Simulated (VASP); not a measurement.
# CaO (I-4m2) in VASP: single point with HSE06

Aim: the single point of CaO with HSE06.

Program: VASP 6.6.1. These are calculated values, not measurements. Logs are shortened: lines on timing, memory, paths and dates and some standing lists are left out, and cuts for length are marked.

## (1) The cell of the first run

Symmetry: I-4m2, No. 119, tetragonal system. Conventional cell: a = 3.499 Å, b = 3.499 Å, c = 5.213 Å, α = 90.00°, β = 90.00°, γ = 90.00°. Within 2.9 Å of Ca (site symmetry -4m2) lie 4 O at 2.18 Å. O (site symmetry -4m2) has 4 Ca at 2.18 Å within 2.9 Å.

## (2) Single point, HSE06 (biaxial xy strain -5.1%)

POSCAR reads:

```
CaO
1.0
    0.0000000000      2.4740490960      2.6067317416
    2.4740490960      0.0000000000      2.6067317416
    2.4740490960      2.4740490960      0.0000000000
Ca O
1 1
Direct
    0.0000000000      0.0000000000      0.0000000000
    0.2500000000      0.2500000000      0.2500000000
```

INCAR.step1 reads:

```
SYSTEM = CaO
ALGO = Normal ; EDIFF = 1E-5
ENCUT = 520 ; GGA = PE
ISIF = 2 ; ISMEAR = 0
LASPH = .True. ; LCHARG = .False.
LREAL = .False. ; LWAVE = .True.
NBANDS = 15 ; NELM = 60
PREC = Accurate ; SIGMA = 0.01
```

INCAR.step2 reads:

```
SYSTEM = CaO
ALGO = Normal ; EDIFF = 1E-6
ENCUT = 520 ; GGA = PE
HFSCREEN = 0.2079 ; ISIF = 2
ISMEAR = 0 ; ISTART = 1
LASPH = .True. ; LCHARG = .False.
LHFCALC = .True. ; LREAL = .False.
LWAVE = .False. ; NBANDS = 15
NELM = 60 ; PREC = Accurate
PRECFOCK = Normal ; SIGMA = 0.01
```

KPOINTS reads:

```
k-points
0
Gamma
  6 6 6
  0 0 0
```

Potentials or basis: VASP PAW PBE potentials, release 64 (Ca_sv, O).

On the command line:

```bash
> cat potpaw_PBE.64/Ca_sv/POTCAR potpaw_PBE.64/O/POTCAR > POTCAR
> cp INCAR.step1 INCAR
> mpirun -np 1 vasp_std > vasp.out
> cp INCAR.step2 INCAR
> mpirun -np 1 vasp_std > vasp.out
```

OUTCAR:

```text
SYSTEM = CaO
   EDIFF = 1E-6
   ENCUT = 520
   GGA = PE
   HFSCREEN = 0.2079
   ISIF = 2
   ISMEAR = 0
   ISTART = 1
   LASPH = .True.
   LHFCALC = .True.
   LREAL = .False.
   NELM = 60
   PREC = Accurate
   PRECFOCK = Normal

 ion  position               nearest neighbor table
   1  0.000  0.000  0.000-   2 2.18   2 2.18   2 2.18   2 2.18
   2  0.250  0.250  0.250-   1 2.18   1 2.18   1 2.18   1 2.18

  LATTYP: Found a body centered tetragonal cell.
 ALAT       =     3.4988337855
 C/A-ratio  =     1.4900574885

  Lattice vectors:

 A1 = (  -2.4740490960,   0.0000000000,   2.6067317416)
 A2 = (   2.4740490960,   0.0000000000,   2.6067317416)
 A3 = (   0.0000000000,   2.4740490960,  -2.6067317416)

Analysis of symmetry for initial positions (statically):
=====================================================================
 Subroutine PRICEL returns:
 Original cell was already a primitive cell.

 Routine SETGRP: Setting up the symmetry group for a
 body centered tetragonal supercell.

 Subroutine GETGRP returns: Found  8 space group operations
 (whereof  8 operations were pure point group operations)
 out of a pool of 16 trial point group operations.

The static configuration has the point symmetry D_2d.

Analysis of symmetry for dynamics (positions and initial velocities):
=====================================================================
 Subroutine PRICEL returns:
 Original cell was already a primitive cell.

 Routine SETGRP: Setting up the symmetry group for a
 body centered tetragonal supercell.

 Subroutine GETGRP returns: Found  8 space group operations
 (whereof  8 operations were pure point group operations)
 out of a pool of 16 trial point group operations.

The dynamic configuration has the point symmetry D_2d.

 Subroutine INISYM returns: Found  8 space group operations
 (whereof  8 operations are pure point group operations),
 and found     1 'primitive' translations

----------------------------------------------------------------------------------------

                                     Primitive cell

  volume of cell :      31.9112

  direct lattice vectors                    reciprocal lattice vectors
     0.000000000  2.474049096  2.606731742    -0.202097849  0.202097849  0.191811068
     2.474049096  0.000000000  2.606731742     0.202097849 -0.202097849  0.191811068
     2.474049096  2.474049096  0.000000000     0.202097849  0.202097849 -0.191811068

  length of vectors
     3.593879422  3.593879422  3.498833786     0.344207157  0.344207157  0.344207157

  position of ions in fractional coordinates (direct lattice)
     0.000000000  0.000000000  0.000000000
     0.250000000  0.250000000  0.250000000

  ion indices of the primitive-cell ions
   primitive index   ion index
                 1           1
                 2           2

----------------------------------------------------------------------------------------

 KPOINTS: k-points

Automatic generation of k-mesh.
 Grid dimensions read from file:
 generate k-points for:    6    6    6

 Generating k-lattice:

  Cartesian coordinates                     Fractional coordinates (reciprocal lattice)
    -0.033682975  0.033682975  0.031968511     0.166666667  0.000000000  0.000000000
     0.033682975 -0.033682975  0.031968511     0.000000000  0.166666667  0.000000000
     0.033682975  0.033682975 -0.031968511    -0.000000000 -0.000000000  0.166666667

  Length of vectors
     0.057367859  0.057367859  0.057367859

  Shift w.r.t. Gamma in fractional coordinates (k-lattice)
     0.000000000  0.000000000  0.000000000

 Subroutine IBZKPT returns following result:
 ===========================================

 Found     30 irreducible k-points:

 Following reciprocal coordinates:
            Coordinates               Weight
  0.000000  0.000000  0.000000      1.000000
  0.166667  0.000000  0.000000      8.000000
  0.333333  0.000000  0.000000      8.000000
  0.500000  0.000000  0.000000      4.000000
  0.166667  0.166667  0.000000      2.000000
  0.333333  0.166667  0.000000      8.000000
[... 16 lines left out ...]
  0.333333  0.000000  0.333333      4.000000
  0.500000  0.000000  0.333333     16.000000
 [... further k-points ...]
   k-points           NKPTS =     30   k-points in BZ     NKDIM =    216   number of bands    NBANDS=     15
   number of dos      NEDOS =    301   number of ions     NIONS =      2
   total plane-waves  NPLWV =  21952
   dimension x,y,z NGX =    28 NGY =   28 NGZ =   28
   dimension x,y,z NGXF=    56 NGYF=   56 NGZF=   56
   ions per type =               1   1
   NGX,Y,Z   is equivalent  to a cutoff of  12.95, 12.95, 13.30 a.u.
   NGXF,Y,Z  is equivalent  to a cutoff of  25.90, 25.90, 26.61 a.u.
 SYSTEM =  CaO
   PREC   = accura    normal or accurate (medium, high low for compatibility)
   ISTART =      1    job   : 0-new  1-cont  2-samecut
   ICHARG =      0    charge: 1-file 2-atom 10-const
   ISPIN  =      1    spin polarized calculation?
   LNONCOLLINEAR =      F non collinear calculations
   LSORBIT =      F    spin-orbit coupling
   LASPH  =      T    aspherical Exc in radial PAW
   ENCUT  =  520.0 eV  38.22 Ry    6.18 a.u.   6.68  6.68  6.51*2*pi/ulx,y,z
   NELM   =     60;   NELMIN=  2; NELMDL=  0     # of ELM steps
   EDIFF  = 0.1E-05   stopping-criterion for ELM
   LREAL  =      F    real-space projection
   EDIFFG = 0.1E-04   stopping-criterion for IOM
   NSW    =      0    number of steps for IOM
   IBRION =     -1    ionic relax: 0-MD 1-quasi-New 2-CG
   NFREE  =      0    steps in history (QN), initial steepest desc. (CG)
   ISIF   =      2    stress and relaxation
   ISYM   =      3    0-nonsym 1-usesym 2-fastsym
   POTIM  = 0.5000    time-step for ionic-motion
   TEBEG  =    0.0;   TEEND  =   0.0 temperature during run
   PSTRESS=    0.0 pullay stress
   NELECT =      16.0000    total number of electrons
   NUPDOWN=      -1.0000    fix difference up-down
   EMIN   =  10.00;   EMAX   =-10.00  energy-range for DOS
   EFERMI =   0.00;   METHOD = LEGACY
   ISMEAR =     0;   SIGMA  =   0.01  broadening in eV -4-tet -1-fermi 0-gaus
   EFERMI_NEDOS =   21; number of points for ismear=-14 and -15
   IALGO  =     38    algorithm
   IMIX   =      1    mixing-type and parameters
     AMIX     =   0.40;   BMIX     =  1.00
     AMIX_MAG =   1.60;   BMIX_MAG =  1.00
  volume/ion in A,a.u.               =      15.96       107.67
  Fermi-wavevector in a.u.,A,eV,Ry     =   1.300570  2.457722 23.014025  1.691483
  Thomas-Fermi vector in A             =   2.431761
   LORBIT       =      0    0 simple, 1 ext, 2 COOP (PROOUT), +10 PAW based schemes
   GGA     = PE    functional components
   LHFCALC =     T    Hartree Fock is set to
   PRECFOCK=normal    Normal, Fast or Accurate (Low or Medium for compatibility)
   ENCUT4O =  -1.0   cutoff for four orbital integrals eV
   NKREDX  =     1    reduce k-point grid by
   NKREDY  =     1    reduce k-point grid by
   NKREDZ  =     1    reduce k-point grid by
   AEXX    =    0.2500 exact exchange contribution
   HFSCREEN=    0.2079 screening length (either q_TF or 0.3 A-1)
   HFSCREENC=   0.2079 screening length for correlation (either q_TF or 0.3 A-1)
   ENCUTFOCK=  -1.0 apply spherical cutoff to Coloumb kernel
   IVDW    =     0    specifies the selected vdW correction
   LEPSILON=     F    determine dielectric tensor
   LRPA    =     F    only Hartree local field effects (RPA)
 non-spin polarized calculation
 Gauss-broadening in eV      SIGMA  =   0.01
  energy-cutoff  :      520.00
  volume of cell :       31.91
 maximum number of plane-waves:       901
  NGX = 24; NGY = 24; NGZ = 20

 number of electron      15.9999999 magnetization

 Free energy of the ion-electron system (eV)
  ---------------------------------------------------
  ext. energy  EPLUGINS =         0.00000000
  ---------------------------------------------------
  free energy    TOTEN  =       -14.32387318 eV

  energy without entropy =      -14.32387318  energy(sigma->0) =      -14.32387318

 E-fermi :   0.0446     XC(G=0):  -7.8333

 val. band max:       -0.0327023974   @ k =   0.5000   0.5000   0.0000
 cond. band min:       5.0294766177   @ k =   0.0000   0.0000   0.0000
 fundamental gap:      5.0621790151
 Fermi energy:         0.0445544268

 k-point     1 :       0.0000    0.0000    0.0000
  band No.  band energies     occupation
      1     -39.3300      2.00000
      2     -18.7671      2.00000
      3     -18.7671      2.00000
      4     -18.7641      2.00000
      5     -16.5106      2.00000
      6      -0.9637      2.00000
      7      -0.9131      2.00000
      8      -0.9131      2.00000
      9       5.0295      0.00000
     10      10.1911      0.00000
     11      10.7142      0.00000
     12      12.0451      0.00000
     13      12.6286      0.00000
     14      12.6286      0.00000
     15      19.0748      0.00000

 k-point     2 :       0.1667    0.0000    0.0000
  band No.  band energies     occupation
      1     -39.3104      2.00000
      2     -19.1877      2.00000
      3     -18.7913      2.00000
      4     -18.7848      2.00000
      5     -16.1066      2.00000
      6      -1.1753      2.00000
      7      -0.8573      2.00000
      8      -0.8072      2.00000
      9       6.0044      0.00000
     10       9.8872      0.00000
     11      10.2983      0.00000
     12      11.9167      0.00000
     13      12.6916      0.00000
     14      12.9181      0.00000
     15      16.7944      0.00000

 k-point     3 :       0.3333    0.0000    0.0000
  band No.  band energies     occupation
      1     -39.2710      2.00000
      2     -19.7918      2.00000
      3     -18.8432      2.00000
      4     -18.8199      2.00000
      5     -15.5621      2.00000
      6      -1.2955      2.00000
      7      -0.7155      2.00000
      8      -0.6105      2.00000
      9       7.5560      0.00000
     10       9.9062      0.00000
     11      10.1244      0.00000
     12      11.0929      0.00000
     13      12.6688      0.00000
     14      12.6689      0.00000
     15      14.8609      0.00000

 k-point     4 :       0.5000    0.0000    0.0000
  band No.  band energies     occupation
      1     -39.2511      2.00000
      2     -20.0356      2.00000
      3     -18.8688      2.00000
      4     -18.8373      2.00000
      5     -15.3600      2.00000
      6      -1.2131      2.00000
      7      -0.6612      2.00000
      8      -0.5211      2.00000
      9       8.1437      0.00000
     10      10.2139      0.00000
     11      10.3581      0.00000
     12      10.3680      0.00000
     13      12.1617      0.00000
     14      12.2818      0.00000
     15      15.1027      0.00000
[... 307 lines left out ...]
 k-point    22 :      -0.3333    0.5000    0.1667
  band No.  band energies     occupation
      1     -39.2306      2.00000
      2     -20.1349      2.00000
      3     -19.0561      2.00000
      4     -18.9897      2.00000
      5     -14.9487      2.00000
      6      -1.4279      2.00000
      7      -0.4477      2.00000
      8      -0.0473      2.00000
      9       6.6200      0.00000
     10       8.4503      0.00000
     11      11.2615      0.00000
     12      12.0685      0.00000
     13      12.8662      0.00000
     14      15.2719      0.00000
     15      16.0481      0.00000

 k-point    23 :       0.3333    0.0000    0.3333
  band No.  band energies     occupation
      1     -39.2484      2.00000
      2     -19.8963      2.00000
      3     -18.9686      2.00000
      4     -18.9181      2.00000
      5     -15.3229      2.00000
      6      -1.7617      2.00000
      7      -0.4308      2.00000
      8      -0.2761      2.00000
      9       7.2218      0.00000
     10       8.7132      0.00000
     11      11.4080      0.00000
     12      12.1965      0.00000
     13      12.6489      0.00000
     14      12.7990      0.00000
     15      18.1581      0.00000

 k-point    24 :       0.5000    0.0000    0.3333
  band No.  band energies     occupation
      1     -39.2286      2.00000
      2     -20.0659      2.00000
      3     -19.0495      2.00000
      4     -18.9594      2.00000
      5     -15.1128      2.00000
      6      -1.6112      2.00000
      7      -0.3395      2.00000
      8      -0.2256      2.00000
      9       6.9117      0.00000
     10       8.7343      0.00000
     11      11.1765      0.00000
     12      12.3773      0.00000
     13      12.5483      0.00000
     14      14.0799      0.00000
     15      16.5900      0.00000

 [... further k-points ...]

------------------------ aborting loop because EDIFF is reached ----------------------------------------

  FORCE on cell =-STRESS in cart. coord.  units (eV):
  Direction    XX          YY          ZZ          XY          YZ          ZX
  --------------------------------------------------------------------------------------
  -------------------------------------------------------------------------------------
  Total        2.2683875      2.2683875      2.1932109      0.0000000      0.0000000     -0.0000000
  in kB      113.8898077    113.8898077    110.1153881      0.0000000      0.0000000     -0.0000000
  external PRESSURE =     112.6316678 kB  Pullay stress =       0.0000000 kB

 VOLUME and BASIS-vectors are now :
 -----------------------------------------------------------------------------
  energy-cutoff  :      520.00
  volume of cell :       31.91
      direct lattice vectors                 reciprocal lattice vectors
     0.000000000  2.474049096  2.606731742    -0.202097849  0.202097849  0.191811068
     2.474049096  0.000000000  2.606731742     0.202097849 -0.202097849  0.191811068
     2.474049096  2.474049096  0.000000000     0.202097849  0.202097849 -0.191811068

 POSITION                                       TOTAL-FORCE (eV/Angst)
 -----------------------------------------------------------------------------------
      0.00000      0.00000      0.00000        -0.000000     -0.000000     -0.000000
      1.23702      1.23702      1.30337         0.000000      0.000000      0.000000
 -----------------------------------------------------------------------------------
    total drift:                               -0.000000     -0.000000     -0.000000

  FREE ENERGIE OF THE ION-ELECTRON SYSTEM (eV)
  ---------------------------------------------------
  free  energy   TOTEN  =       -14.3238731775 eV

  energy  without entropy=      -14.3238731775  energy(sigma->0) =      -14.32387318
```

Wall time 59 min (1 thread of AMD EPYC 7R13 (Zen 3), shared host); peak memory 0.26 GiB.

Results:

```
Free energy            : -14.3239 eV
Pressure               : 11.3 GPa
Band gap on the k mesh : 5.06 eV, indirect (least direct gap 5.94 eV)
```

Levels at points of the mesh, in eV from the valence-band top:
```tsv
k point	band 4	band 5	band 6	band 7	band 8	band 9	band 10	band 11	band 12	band 13
(0.00, 0.00, 0.00)	-18.73	-16.48	-0.93	-0.88	-0.88	5.06	10.22	10.75	12.08	12.66
(0.50, 0.00, 0.00)	-18.80	-15.33	-1.18	-0.63	-0.49	8.18	10.25	10.39	10.40	12.19
(0.50, 0.50, 0.00)	-18.93	-14.91	-1.82	0.00	0.00	6.56	8.63	11.89	12.14	12.14
(0.50, 0.00, 0.50)	-18.94	-15.04	-1.81	-0.11	-0.07	6.76	8.74	11.90	12.09	12.25
```

Caveat: the cell differs from its parent crystal (biaxial xy strain -5.1%); the PAW data sets were made with another functional, which shifts forces and pressure a little. A k mesh can miss the band edges.
